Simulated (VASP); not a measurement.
# Nb (Im-3m) in VASP: single point with LDA

Aim: the single point of Nb with LDA.

Everything below comes from runs of VASP 6.6.1. Logs are shortened: lines on timing, memory, paths and dates and some standing lists are left out, and cuts for length are marked.

### 1 The cell of the first run

Symmetry: Im-3m, No. 229, cubic system. Conventional cell: a = 3.247 Å, b = 3.247 Å, c = 3.247 Å, α = 90.00°, β = 90.00°, γ = 90.00°. Nb (site symmetry m-3m) has 14 Nb at 2.81 to 3.25 Å within 3.7 Å.

### 2 Single point, LDA

Input file POSCAR:

```
Nb
1.0
   -1.6237278706      1.6237278706      1.6237278706
    1.6237278706     -1.6237278706      1.6237278706
    1.6237278706      1.6237278706     -1.6237278706
Nb
1
Direct
    0.0000000000      0.0000000000      0.0000000000
```

Input file INCAR.step1:

```
SYSTEM = Nb
ALGO = Normal
EDIFF = 1E-6
ENCUT = 520
GGA = CA
ISIF = 2
ISMEAR = 0
LASPH = .True.
LCHARG = .True.
LMAXMIX = 4
LREAL = .False.
LWAVE = .False.
NBANDS = 12
NELM = 100
PREC = Accurate
SIGMA = 0.05
```

Input file KPOINTS.step1:

```
k-points
0
Gamma
  18 18 18
  0 0 0
```

Input file INCAR.step2:

```
SYSTEM = Nb
ALGO = Normal
EDIFF = 1E-6
ENCUT = 520
GGA = CA
ICHARG = 11
ISIF = 2
ISMEAR = -5
LASPH = .True.
LCHARG = .False.
LMAXMIX = 4
LORBIT = 11
LREAL = .False.
LWAVE = .False.
NEDOS = 2001
NELM = 100
PREC = Accurate
SIGMA = 0.05
```

Input file KPOINTS.step2:

```
k-points
0
Gamma
  27 27 27
  0 0 0
```

Potentials or basis: VASP PAW LDA potentials, release 64 (Nb_sv).

The run is started by

```sh
> cat potpaw_LDA.64/Nb_sv/POTCAR > POTCAR
> cp INCAR.step1 INCAR
> cp KPOINTS.step1 KPOINTS
> mpirun -np 1 vasp_std > vasp.out
> cp INCAR.step2 INCAR
> cp KPOINTS.step2 KPOINTS
> mpirun -np 1 vasp_std > vasp.out
```

OUTCAR:

```text
SYSTEM = Nb
   EDIFF = 1E-6
   ENCUT = 520
   GGA = CA
   ICHARG = 11
   ISIF = 2
   ISMEAR = -5
   LASPH = .True.
   LORBIT = 11
   LREAL = .False.
   NELM = 100
   PREC = Accurate

 ion  position               nearest neighbor table
   1  0.000  0.000  0.000-

  LATTYP: Found a body centered cubic cell.
 ALAT       =     3.2474557412

  Lattice vectors:

 A1 = (  -1.6237278706,   1.6237278706,   1.6237278706)
 A2 = (   1.6237278706,  -1.6237278706,   1.6237278706)
 A3 = (   1.6237278706,   1.6237278706,  -1.6237278706)

Analysis of symmetry for initial positions (statically):
=====================================================================
 Subroutine PRICEL returns:
 Original cell was already a primitive cell.

 Routine SETGRP: Setting up the symmetry group for a
 body centered cubic supercell.

 Subroutine GETGRP returns: Found 48 space group operations
 (whereof 48 operations were pure point group operations)
 out of a pool of 48 trial point group operations.

The static configuration has the point symmetry O_h .

Analysis of symmetry for dynamics (positions and initial velocities):
=====================================================================
 Subroutine PRICEL returns:
 Original cell was already a primitive cell.

 Routine SETGRP: Setting up the symmetry group for a
 body centered cubic supercell.

 Subroutine GETGRP returns: Found 48 space group operations
 (whereof 48 operations were pure point group operations)
 out of a pool of 48 trial point group operations.

The dynamic configuration has the point symmetry O_h .

 Subroutine INISYM returns: Found 48 space group operations
 (whereof 48 operations are pure point group operations),
 and found     1 'primitive' translations

----------------------------------------------------------------------------------------

                                     Primitive cell

  volume of cell :      17.1238

  direct lattice vectors                    reciprocal lattice vectors
    -1.623727871  1.623727871  1.623727871     0.000000000  0.307933373  0.307933373
     1.623727871 -1.623727871  1.623727871     0.307933373  0.000000000  0.307933373
     1.623727871  1.623727871 -1.623727871     0.307933373  0.307933373  0.000000000

  length of vectors
     2.812379170  2.812379170  2.812379170     0.435483552  0.435483552  0.435483552

  position of ions in fractional coordinates (direct lattice)
[... 87 lines left out ...]
   POTIM  = 0.5000    time-step for ionic-motion
   TEBEG  =    0.0;   TEEND  =   0.0 temperature during run
   PSTRESS=    0.0 pullay stress
   NELECT =      13.0000    total number of electrons
   NUPDOWN=      -1.0000    fix difference up-down
   EMIN   =  10.00;   EMAX   =-10.00  energy-range for DOS
   EFERMI =   0.00;   METHOD = LEGACY
   ISMEAR =    -5;   SIGMA  =   0.05  broadening in eV -4-tet -1-fermi 0-gaus
   EFERMI_NEDOS =   21; number of points for ismear=-14 and -15
   IALGO  =     38    algorithm
   IMIX   =      4    mixing-type and parameters
     AMIX     =   0.40;   BMIX     =  1.00
     AMIX_MAG =   1.60;   BMIX_MAG =  1.00
  volume/ion in A,a.u.               =      17.12       115.56
  Fermi-wavevector in a.u.,A,eV,Ry     =   1.493445  2.822203 30.346154  2.230379
  Thomas-Fermi vector in A             =   2.605845
   LORBIT       =     11    0 simple, 1 ext, 2 COOP (PROOUT), +10 PAW based schemes
   GGA     = CA    functional components
   LHFCALC =     F    Hartree Fock is set to
   AEXX    =    0.0000 exact exchange contribution
   IVDW    =     0    specifies the selected vdW correction
   LEPSILON=     F    determine dielectric tensor
   LRPA    =     F    only Hartree local field effects (RPA)
 non-spin polarized calculation
 Fermi weights with tetrahedron method with Bloechl corrections
  energy-cutoff  :      520.00
  volume of cell :       17.12
 maximum number of plane-waves:       476
 NGX is ok and might be reduce to    24

 number of electron      13.0000001 magnetization

 Free energy of the ion-electron system (eV)
  ---------------------------------------------------
  ext. energy  EPLUGINS =         0.00000000
  ---------------------------------------------------
  free energy    TOTEN  =       -11.25656987 eV

  energy without entropy =      -11.25656987  energy(sigma->0) =      -11.25656987

 E-fermi :  11.7012     XC(G=0): -12.9772

 val. band max:       11.7167100920   @ k =  -0.1852   0.2593   0.1111
 cond. band min:      11.6965400965   @ k =  -0.3704   0.4815   0.1852
 fundamental gap:     -0.0201699955
 Fermi energy:        11.7011946984

 k-point     1 :       0.0000    0.0000    0.0000
  band No.  band energies     occupation
      1     -42.2994      2.00000
      2     -17.6283      2.00000
      3     -17.6283      2.00000
      4     -17.6283      2.00000
      5       5.7061      2.00000
      6      12.0346      0.00000
      7      12.0346      0.00000
      8      12.0346      0.00000
      9      15.1091      0.00000
     10      15.1091      0.00000
[... 287 lines left out ...]
 k-point    24 :       0.3704    0.0370    0.0000
  band No.  band energies     occupation
      1     -42.0272      2.00000
      2     -19.0583      2.00000
      3     -18.0798      2.00000
      4     -17.6531      2.00000
      5       7.9724      2.00000
      6      10.0894      2.00000
      7      13.0017      0.00000
      8      15.1142      0.00000
      9      15.7460      0.00000
     10      17.3746      0.00000

 [... further k-points ...]

------------------------ aborting loop because EDIFF is reached ----------------------------------------

  FORCE on cell =-STRESS in cart. coord.  units (eV):
  Direction    XX          YY          ZZ          XY          YZ          ZX
  --------------------------------------------------------------------------------------
  -------------------------------------------------------------------------------------
  Total       -0.0121072     -0.0121072     -0.0121072      0.0000000      0.0000000      0.0000000
  in kB       -1.1328054     -1.1328054     -1.1328054      0.0000000      0.0000000      0.0000000
  external PRESSURE =      -1.1328054 kB  Pullay stress =       0.0000000 kB

 VOLUME and BASIS-vectors are now :
 -----------------------------------------------------------------------------
  energy-cutoff  :      520.00
  volume of cell :       17.12
      direct lattice vectors                 reciprocal lattice vectors
    -1.623727871  1.623727871  1.623727871     0.000000000  0.307933373  0.307933373
     1.623727871 -1.623727871  1.623727871     0.307933373  0.000000000  0.307933373
     1.623727871  1.623727871 -1.623727871     0.307933373  0.307933373  0.000000000

 POSITION                                       TOTAL-FORCE (eV/Angst)
 -----------------------------------------------------------------------------------
      0.00000      0.00000      0.00000        -0.000000      0.000000     -0.000000
 -----------------------------------------------------------------------------------
    total drift:                                0.000000      0.000000     -0.000000

  FREE ENERGIE OF THE ION-ELECTRON SYSTEM (eV)
  ---------------------------------------------------
  free  energy   TOTEN  =       -11.2565698686 eV

  energy  without entropy=      -11.2565698686  energy(sigma->0) =      -11.25656987

 total charge

# of ion       s       p       d       tot
------------------------------------------
    1        2.233   6.000   2.596  10.829
```

OUTCAR.step1:

```text
SYSTEM = Nb
   EDIFF = 1E-6
   ENCUT = 520
   GGA = CA
   ISIF = 2
   ISMEAR = 0
   LASPH = .True.
[... 577 lines left out ...]
 POSITION                                       TOTAL-FORCE (eV/Angst)
 -----------------------------------------------------------------------------------
      0.00000      0.00000      0.00000        -0.000000     -0.000000      0.000000
 -----------------------------------------------------------------------------------
    total drift:                               -0.000000      0.000000      0.000000

  FREE ENERGIE OF THE ION-ELECTRON SYSTEM (eV)
  ---------------------------------------------------
  free  energy   TOTEN  =       -11.2560674425 eV

  energy  without entropy=      -11.2544940533  energy(sigma->0) =      -11.25528075
```

It took 3.3 min on 1 thread of AMD EPYC 7R43 (Zen 3), shared host; peak memory 0.21 GiB.

What came out:

```
Valence electrons inside the program's atomic spheres : Nb 10.83
```

Levels at points of the mesh, in eV from the Fermi level:
```
           k point  band 3  band 4  band 5  band 6  band 7  band 8  band 9  band 10
(0.00, 0.00, 0.00)  -29.33  -29.33   -6.00    0.33    0.33    0.33    3.41     3.41
```

Caveat: tetrahedron occupations give inexact forces and stress in metals.
